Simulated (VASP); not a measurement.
# TiCuC4N4 (P-43m) in VASP: further runs

TiCuC4N4 is run at these levels: PBE; tasks: single point.

All numbers are computed with VASP 6.6.1; they aren't measurements. Logs are shortened: lines on timing, memory, paths and dates and some standing lists are left out, and cuts for length are marked.

## (1) The cell of the first run

The structure is cubic, space group P-43m (No. 215). The conventional cell has a = 5.907 Å, b = 5.907 Å, c = 5.907 Å, α = 90.00°, β = 90.00°, γ = 90.00°. Within 2.6 Å of Ti (site symmetry -43m) lie 4 C at 1.94 Å. Cu (site symmetry -43m) has 4 N at 2.01 Å within 2.7 Å. Within 1.6 Å of C (site symmetry 3m) lie 1 N at 1.17 Å. Within 1.6 Å of N (site symmetry 3m) lie 1 C at 1.17 Å.

## (2) Single point, PBE, collinear spin

Input file INCAR:

```
PREC = Accurate ; ENCUT = 520
EDIFF = 1E-6 ; ISMEAR = 0
SIGMA = 0.1 ; LREAL = False
LASPH = True ; NELM = 150
ALGO = Normal ; ISIF = 2
LWAVE = False ; LCHARG = False
ISPIN = 2 ; MAGMOM = 1 1 0 0 0 0 0 0 0 0
LORBIT = 11 ; LMAXMIX = 4
GGA = PE ; NBANDS = 44
```

Input file KPOINTS:

```
Automatic mesh
0
Gamma
  4 4 4
```

Input file POSCAR:

```
TiCuC4N4
1.0
    5.9068706000      0.0000000000      0.0000000000
    0.0000000000      5.9068706000      0.0000000000
    0.0000000000      0.0000000000      5.9068706000
Ti Cu C N
1 1 4 4
Direct
    0.0000000000      0.0000000000      0.0000000000
    0.5000000000      0.5000000000      0.5000000000
    0.1894243000      0.1894243000      0.1894243000
    0.1894243000      0.8105757000      0.8105757000
    0.8105757000      0.1894243000      0.8105757000
    0.8105757000      0.8105757000      0.1894243000
    0.3037826200      0.3037826200      0.3037826200
    0.3037826200      0.6962173800      0.6962173800
    0.6962173800      0.3037826200      0.6962173800
    0.6962173800      0.6962173800      0.3037826200
```

Potentials or basis: VASP PAW PBE potentials, release 64 (Ti_sv, Cu, C, N).

The run is started by

```bash
> cat potpaw_PBE.64/Ti_sv/POTCAR potpaw_PBE.64/Cu/POTCAR potpaw_PBE.64/C/POTCAR potpaw_PBE.64/N/POTCAR > POTCAR
> mpirun -np 1 vasp_std > vasp.out
```

OUTCAR:

```text
PREC = Accurate
   ENCUT = 520
   EDIFF = 1E-6
   ISMEAR = 0
   LREAL = False
   LASPH = True
   NELM = 150
   ISIF = 2
   ISPIN = 2
   LORBIT = 11
   GGA = PE

 ion  position               nearest neighbor table
   1  0.000  0.000  0.000-   3 1.94   4 1.94   5 1.94   6 1.94
   2  0.500  0.500  0.500-   7 2.01   8 2.01   9 2.01  10 2.01
   3  0.189  0.189  0.189-   7 1.17   1 1.94
   4  0.189  0.811  0.811-   8 1.17   1 1.94
   5  0.811  0.189  0.811-   9 1.17   1 1.94
   6  0.811  0.811  0.189-  10 1.17   1 1.94
   7  0.304  0.304  0.304-   3 1.17   2 2.01
   8  0.304  0.696  0.696-   4 1.17   2 2.01
   9  0.696  0.304  0.696-   5 1.17   2 2.01
  10  0.696  0.696  0.304-   6 1.17   2 2.01

  LATTYP: Found a simple cubic cell.
 ALAT       =     5.9068706000

  Lattice vectors:

 A1 = (   5.9068706000,   0.0000000000,   0.0000000000)
 A2 = (   0.0000000000,   5.9068706000,   0.0000000000)
 A3 = (   0.0000000000,   0.0000000000,   5.9068706000)

Analysis of symmetry for initial positions (statically):
=====================================================================
 Subroutine PRICEL returns:
 Original cell was already a primitive cell.

 Routine SETGRP: Setting up the symmetry group for a
 simple cubic supercell.

 Subroutine GETGRP returns: Found 24 space group operations
 (whereof 24 operations were pure point group operations)
 out of a pool of 48 trial point group operations.

The static configuration has the point symmetry T_d .

Analysis of symmetry for dynamics (positions and initial velocities):
=====================================================================
 Subroutine PRICEL returns:
 Original cell was already a primitive cell.

 Routine SETGRP: Setting up the symmetry group for a
 simple cubic supercell.

 Subroutine GETGRP returns: Found 24 space group operations
 (whereof 24 operations were pure point group operations)
 out of a pool of 48 trial point group operations.

The dynamic configuration has the point symmetry T_d .

Analysis of structural, dynamic, and magnetic symmetry:
=====================================================================
 Subroutine PRICEL returns:
 Original cell was already a primitive cell.

 Routine SETGRP: Setting up the symmetry group for a
 simple cubic supercell.

 Subroutine GETGRP returns: Found 24 space group operations
 (whereof 24 operations were pure point group operations)
 out of a pool of 48 trial point group operations.

The overall configuration has the point symmetry T_d .

 Subroutine INISYM returns: Found 24 space group operations
 (whereof 24 operations are pure point group operations),
 and found     1 'primitive' translations

----------------------------------------------------------------------------------------

                                     Primitive cell

  volume of cell :     206.0973

  direct lattice vectors                    reciprocal lattice vectors
     5.906870600  0.000000000  0.000000000     0.169294381  0.000000000  0.000000000
     0.000000000  5.906870600  0.000000000     0.000000000  0.169294381  0.000000000
     0.000000000  0.000000000  5.906870600     0.000000000  0.000000000  0.169294381

  length of vectors
     5.906870600  5.906870600  5.906870600     0.169294381  0.169294381  0.169294381

  position of ions in fractional coordinates (direct lattice)
     0.000000000  0.000000000  0.000000000
     0.500000000  0.500000000  0.500000000
     0.189424300  0.189424300  0.189424300
     0.189424300  0.810575700  0.810575700
     0.810575700  0.189424300  0.810575700
     0.810575700  0.810575700  0.189424300
     0.303782620  0.303782620  0.303782620
     0.303782620  0.696217380  0.696217380
     0.696217380  0.303782620  0.696217380
     0.696217380  0.696217380  0.303782620

[... 53 lines left out ...]
   total plane-waves  NPLWV = 110592
   dimension x,y,z NGX =    48 NGY =   48 NGZ =   48
   dimension x,y,z NGXF=    96 NGYF=   96 NGZF=   96
   ions per type =               1   1   4   4
   NGX,Y,Z   is equivalent  to a cutoff of  13.51, 13.51, 13.51 a.u.
   NGXF,Y,Z  is equivalent  to a cutoff of  27.02, 27.02, 27.02 a.u.
 SYSTEM =  unknown system
   PREC   = accura    normal or accurate (medium, high low for compatibility)
   ISTART =      0    job   : 0-new  1-cont  2-samecut
   ICHARG =      2    charge: 1-file 2-atom 10-const
   ISPIN  =      2    spin polarized calculation?
   LNONCOLLINEAR =      F non collinear calculations
   LSORBIT =      F    spin-orbit coupling
   LASPH  =      T    aspherical Exc in radial PAW
   ENCUT  =  520.0 eV  38.22 Ry    6.18 a.u.  10.98 10.98 10.98*2*pi/ulx,y,z
   NELM   =    150;   NELMIN=  2; NELMDL= -5     # of ELM steps
   EDIFF  = 0.1E-05   stopping-criterion for ELM
   LREAL  =      F    real-space projection
   EDIFFG = 0.1E-04   stopping-criterion for IOM
   NSW    =      0    number of steps for IOM
   IBRION =     -1    ionic relax: 0-MD 1-quasi-New 2-CG
   NFREE  =      0    steps in history (QN), initial steepest desc. (CG)
   ISIF   =      2    stress and relaxation
   ISYM   =      2    0-nonsym 1-usesym 2-fastsym
   POTIM  = 0.5000    time-step for ionic-motion
   TEBEG  =    0.0;   TEEND  =   0.0 temperature during run
   PSTRESS=    0.0 pullay stress
   NELECT =      59.0000    total number of electrons
   NUPDOWN=      -1.0000    fix difference up-down
   EMIN   =  10.00;   EMAX   =-10.00  energy-range for DOS
   EFERMI =   0.00;   METHOD = LEGACY
   ISMEAR =     0;   SIGMA  =   0.10  broadening in eV -4-tet -1-fermi 0-gaus
   EFERMI_NEDOS =   21; number of points for ismear=-14 and -15
   IALGO  =     38    algorithm
   IMIX   =      4    mixing-type and parameters
     AMIX     =   0.40;   BMIX     =  1.00
     AMIX_MAG =   1.60;   BMIX_MAG =  1.00
  volume/ion in A,a.u.               =      20.61       139.08
  Fermi-wavevector in a.u.,A,eV,Ry     =   1.078950  2.038920 15.838997  1.164133
  Thomas-Fermi vector in A             =   2.214902
   LORBIT       =     11    0 simple, 1 ext, 2 COOP (PROOUT), +10 PAW based schemes
   GGA     = PE    functional components
   LHFCALC =     F    Hartree Fock is set to
   AEXX    =    0.0000 exact exchange contribution
   IVDW    =     0    specifies the selected vdW correction
   LEPSILON=     F    determine dielectric tensor
   LRPA    =     F    only Hartree local field effects (RPA)
 spin polarized calculation
 Gauss-broadening in eV      SIGMA  =   0.10
  energy-cutoff  :      520.00
  volume of cell :      206.10
 maximum number of plane-waves:      5580
 NGX is ok and might be reduce to    48
   NGX = 21   NGY = 21   NGZ = 21

 number of electron      59.0000008 magnetization       0.9999412

 Free energy of the ion-electron system (eV)
  ---------------------------------------------------
  ext. energy  EPLUGINS =         0.00000000
  ---------------------------------------------------
  free energy    TOTEN  =       -77.55707958 eV

  energy without entropy =      -77.50220437  energy(sigma->0) =      -77.52964197

 E-fermi :  -0.1501     XC(G=0):  -7.1174

 val. band max:       -0.1513132890   @ k =   0.5000   0.0000   0.0000
 cond. band min:      -0.1488319641   @ k =   0.2500   0.2500   0.2500
 fundamental gap:      0.0024813248
 Fermi energy:        -0.1500781756

 spin component 1

 k-point     1 :       0.0000    0.0000    0.0000
  band No.  band energies     occupation
      1     -57.4708      1.00000
      2     -33.8194      1.00000
      3     -33.8194      1.00000
      4     -33.8194      1.00000
      5     -18.5049      1.00000
      6     -18.3910      1.00000
[... 429 lines left out ...]
     40       5.1797      0.00000
     41       5.2196      0.00000
 Fermi energy:        -0.1500781756

 spin component 2

 k-point     1 :       0.0000    0.0000    0.0000
  band No.  band energies     occupation
      1     -56.8564      1.00000
      2     -33.2031      1.00000
      3     -33.2031      1.00000
      4     -33.2031      1.00000
      5     -18.4585      1.00000
      6     -18.3451      1.00000
[... 429 lines left out ...]
     40       5.3162      0.00000
     41       5.5908      0.00000
 [bands above 41 left out]

------------------------ aborting loop because EDIFF is reached ----------------------------------------

  FORCE on cell =-STRESS in cart. coord.  units (eV):
  Direction    XX          YY          ZZ          XY          YZ          ZX
  --------------------------------------------------------------------------------------
  -------------------------------------------------------------------------------------
  Total        6.4196363      6.4196363      6.4196363     -0.0000000      0.0000000     -0.0000000
  in kB       49.9055255     49.9055255     49.9055255     -0.0000000      0.0000000     -0.0000000
  external PRESSURE =      49.9055255 kB  Pullay stress =       0.0000000 kB

 VOLUME and BASIS-vectors are now :
 -----------------------------------------------------------------------------
  energy-cutoff  :      520.00
  volume of cell :      206.10
      direct lattice vectors                 reciprocal lattice vectors
     5.906870600  0.000000000  0.000000000     0.169294381  0.000000000  0.000000000
     0.000000000  5.906870600  0.000000000     0.000000000  0.169294381  0.000000000
     0.000000000  0.000000000  5.906870600     0.000000000  0.000000000  0.169294381

 POSITION                                       TOTAL-FORCE (eV/Angst)
 -----------------------------------------------------------------------------------
      0.00000      0.00000      0.00000         0.000000     -0.000000     -0.000000
      2.95344      2.95344      2.95344         0.000000     -0.000000     -0.000000
      1.11890      1.11890      1.11890         1.085698      1.085698      1.085698
      1.11890      4.78797      4.78797         1.085698     -1.085698     -1.085698
      4.78797      1.11890      4.78797        -1.085698      1.085698     -1.085698
      4.78797      4.78797      1.11890        -1.085698     -1.085698      1.085698
      1.79440      1.79440      1.79440         0.766346      0.766346      0.766346
      1.79440      4.11247      4.11247         0.766346     -0.766346     -0.766346
      4.11247      1.79440      4.11247        -0.766346      0.766346     -0.766346
      4.11247      4.11247      1.79440        -0.766346     -0.766346      0.766346
 -----------------------------------------------------------------------------------
    total drift:                               -0.000000     -0.000000     -0.000000

  FREE ENERGIE OF THE ION-ELECTRON SYSTEM (eV)
  ---------------------------------------------------
  free  energy   TOTEN  =       -77.5570795768 eV

  energy  without entropy=      -77.5022043656  energy(sigma->0) =      -77.52964197

 total charge

# of ion       s       p       d       tot
------------------------------------------
    1        2.287   6.247   2.078  10.612
    2        0.306   0.389   9.177   9.872
    3        0.976   1.696   0.000   2.672
    4        0.976   1.696   0.000   2.672
    5        0.976   1.696   0.000   2.672
    6        0.976   1.696   0.000   2.672
    7        1.310   2.533   0.000   3.843
    8        1.310   2.533   0.000   3.843
    9        1.310   2.533   0.000   3.843
   10        1.310   2.533   0.000   3.843
--------------------------------------------------
tot         11.739  23.550  11.255  46.544

 magnetization (x)

# of ion       s       p       d       tot
------------------------------------------
    1        0.006   0.005   0.634   0.645
    2       -0.001  -0.002  -0.002  -0.005
    3       -0.004  -0.010   0.000  -0.013
    4       -0.004  -0.010   0.000  -0.013
    5       -0.004  -0.010   0.000  -0.013
    6       -0.004  -0.010   0.000  -0.013
    7        0.001   0.044   0.000   0.046
    8        0.001   0.044   0.000   0.046
    9        0.001   0.044   0.000   0.046
   10        0.001   0.044   0.000   0.046
--------------------------------------------------
tot         -0.004   0.141   0.632   0.769
```

It took 9.7 min on 1 thread of Intel Xeon Platinum 8259CL at 2.50GHz (Skylake/Cascade Lake), shared host; peak memory 0.5 GiB.

Results:

| Item | Value |
| --- | --- |
| Free energy | -77.5571 eV |
| Pressure | 5.0 GPa |
| Largest force | 1.880 eV/Å |
| Band gap on the k mesh | zero (filled and empty bands overlap) |
| Net moment | 1.00 μB per cell |
| Site moments | Ti +0.65; Cu -0.01; C -0.01; N +0.05 μB |
| Valence electrons inside the program's atomic spheres | Ti 10.61; Cu 9.87; C 2.67; N 3.84 |

Forces in eV/Å, atoms in the order of the input:
```
Ti   0.000  0.000  0.000
Cu   0.000  0.000  0.000
C    1.086  1.086  1.086
C    1.086 -1.086 -1.086
C   -1.086  1.086 -1.086
C   -1.086 -1.086  1.086
N    0.766  0.766  0.766
N    0.766 -0.766 -0.766
N   -0.766  0.766 -0.766
N   -0.766 -0.766  0.766
```

Levels at points of the mesh, in eV from the Fermi level:
Spin up:
```csv
k point,band 26,band 27,band 28,band 29,band 30,band 31,band 32,band 33,band 34,band 35
"(0.00, 0.00, 0.00)",-1.92,-1.19,-1.19,-1.19,0.04,0.04,0.90,0.90,0.90,4.71
"(0.50, 0.00, 0.00)",-1.71,-1.31,-1.18,-1.18,-0.02,0.00,1.12,1.24,1.24,4.15
"(0.50, 0.50, 0.00)",-1.70,-1.32,-1.15,-1.15,-0.05,0.02,1.26,1.26,1.26,4.20
"(0.50, 0.50, 0.50)",-1.90,-1.15,-1.15,-1.15,0.04,0.04,1.14,1.14,1.14,4.61
```
Spin down:
```
           k point  band 27  band 28  band 29  band 30  band 31  band 32
(0.00, 0.00, 0.00)    -1.18    -1.18    -1.18     0.69     0.69     1.10
(0.50, 0.00, 0.00)    -1.24    -1.17    -1.17     0.61     0.67     1.33
(0.50, 0.50, 0.00)    -1.25    -1.14    -1.14     0.63     0.65     1.48
(0.50, 0.50, 0.50)    -1.14    -1.14    -1.14     0.68     0.68     1.35
```

Caveat: the cell stands under pressure; a cell with one magnetic atom can't hold antiferromagnetic order, which such compounds often take; forces of over 1 eV/Å act on the atoms, so gaps and moduli don't describe the material at rest.

## (3) Single point, PBE, collinear spin

This run uses another cell than the first one, of 21.66 Å³/atom.

Input file INCAR:

```
PREC = Accurate ; ENCUT = 520
EDIFF = 1E-6 ; ISMEAR = 0
SIGMA = 0.1 ; LREAL = F
LASPH = T ; NELM = 150
ALGO = Normal ; ISIF = 2
LWAVE = F ; LCHARG = F
ISPIN = 2 ; MAGMOM = 1 1 0 0 0 0 0 0 0 0
LORBIT = 11 ; LMAXMIX = 4
GGA = PE ; NBANDS = 44
```

Input file KPOINTS:

```
regular mesh
0
Gamma
  4 4 4
```

Input file POSCAR:

```
TiCuC4N4
1.0
    6.0057304685      0.0000000000      0.0000000000
    0.0000000000      6.0057304685      0.0000000000
    0.0000000000      0.0000000000      6.0057304685
Ti Cu C N
1 1 4 4
Direct
    0.0000000000      0.0000000000      0.0000000000
    0.5000000000      0.5000000000      0.5000000000
    0.2016875929      0.2016875929      0.2016875929
    0.2016875929      0.7983124071      0.7983124071
    0.7983124071      0.2016875929      0.7983124071
    0.7983124071      0.7983124071      0.2016875929
    0.3142377683      0.3142377683      0.3142377683
    0.3142377683      0.6857622317      0.6857622317
    0.6857622317      0.3142377683      0.6857622317
    0.6857622317      0.6857622317      0.3142377683
```

Potentials or basis: VASP PAW PBE potentials, release 64 (Ti_sv, Cu, C, N).

The run is started by

```bash
> cat potpaw_PBE.64/Ti_sv/POTCAR potpaw_PBE.64/Cu/POTCAR potpaw_PBE.64/C/POTCAR potpaw_PBE.64/N/POTCAR > POTCAR
> mpirun -np 1 vasp_std > vasp.out
```

OUTCAR:

```text
PREC = Accurate
   ENCUT = 520
   EDIFF = 1E-6
   ISMEAR = 0
   LREAL = F
   LASPH = T
   NELM = 150
   ISIF = 2
   ISPIN = 2
   LORBIT = 11
   GGA = PE

 ion  position               nearest neighbor table
   1  0.000  0.000  0.000-   3 2.10   4 2.10   5 2.10   6 2.10
   2  0.500  0.500  0.500-   7 1.93   8 1.93   9 1.93  10 1.93
   3  0.202  0.202  0.202-   7 1.17   1 2.10
   4  0.202  0.798  0.798-   8 1.17   1 2.10
   5  0.798  0.202  0.798-   9 1.17   1 2.10
   6  0.798  0.798  0.202-  10 1.17   1 2.10
   7  0.314  0.314  0.314-   3 1.17   2 1.93
   8  0.314  0.686  0.686-   4 1.17   2 1.93
   9  0.686  0.314  0.686-   5 1.17   2 1.93
  10  0.686  0.686  0.314-   6 1.17   2 1.93

  LATTYP: Found a simple cubic cell.
 ALAT       =     6.0057304685
[... 1119 lines left out ...]
      4.11850      1.88723      4.11850        -0.183471      0.183471     -0.183471
      4.11850      4.11850      1.88723        -0.183471     -0.183471      0.183471
 -----------------------------------------------------------------------------------
    total drift:                               -0.000000     -0.000000     -0.000000

  FREE ENERGIE OF THE ION-ELECTRON SYSTEM (eV)
  ---------------------------------------------------
  free  energy   TOTEN  =       -78.4152340079 eV

  energy  without entropy=      -78.3615823956  energy(sigma->0) =      -78.38840820

 total charge

# of ion       s       p       d       tot
------------------------------------------
    1        2.217   6.152   1.843  10.212
    2        0.356   0.496   9.155  10.007
    3        0.961   1.661   0.000   2.622
    4        0.961   1.661   0.000   2.622
    5        0.961   1.661   0.000   2.622
    6        0.961   1.661   0.000   2.622
    7        1.309   2.548   0.000   3.858
    8        1.309   2.548   0.000   3.858
    9        1.309   2.548   0.000   3.858
   10        1.309   2.548   0.000   3.858
--------------------------------------------------
tot         11.653  23.486  10.998  46.137

 magnetization (x)

# of ion       s       p       d       tot
------------------------------------------
    1        0.007   0.005   0.776   0.789
    2       -0.001  -0.002  -0.043  -0.046
    3       -0.004  -0.011   0.000  -0.016
    4       -0.004  -0.011   0.000  -0.016
    5       -0.004  -0.011   0.000  -0.016
    6       -0.004  -0.011   0.000  -0.016
    7        0.000   0.026   0.000   0.026
    8        0.000   0.026   0.000   0.026
    9        0.000   0.026   0.000   0.026
   10        0.000   0.026   0.000   0.026
--------------------------------------------------
tot         -0.008   0.060   0.733   0.785
```

Wall time 6.9 min (1 thread of Intel Xeon Platinum 8259CL at 2.50GHz (Skylake/Cascade Lake), shared host); peak memory 0.49 GiB.

What came out:

```yaml
Free_energy: -78.4152 eV
Pressure: 0.6 GPa
Largest_force: 0.355 eV/Å
Band_gap_on_the_k_mesh: zero (filled and empty bands overlap)
Net_moment: 1.00 μB per cell
Site_moments: Ti +0.79; Cu -0.05; C -0.02; N +0.03 μB
Valence_electrons_inside_the_program's_atomic_spheres: Ti 10.21; Cu 10.01; C 2.62; N 3.86
```

Forces on the atoms (eV/Å):
```
Ti   0.000  0.000  0.000
Cu   0.000  0.000  0.000
C   -0.205 -0.205 -0.205
C   -0.205  0.205  0.205
C    0.205 -0.205  0.205
C    0.205  0.205 -0.205
N    0.183  0.183  0.183
N    0.183 -0.183 -0.183
N   -0.183  0.183 -0.183
N   -0.183 -0.183  0.183
```

Caveat: a cell with one magnetic atom can't hold antiferromagnetic order, which such compounds often take.
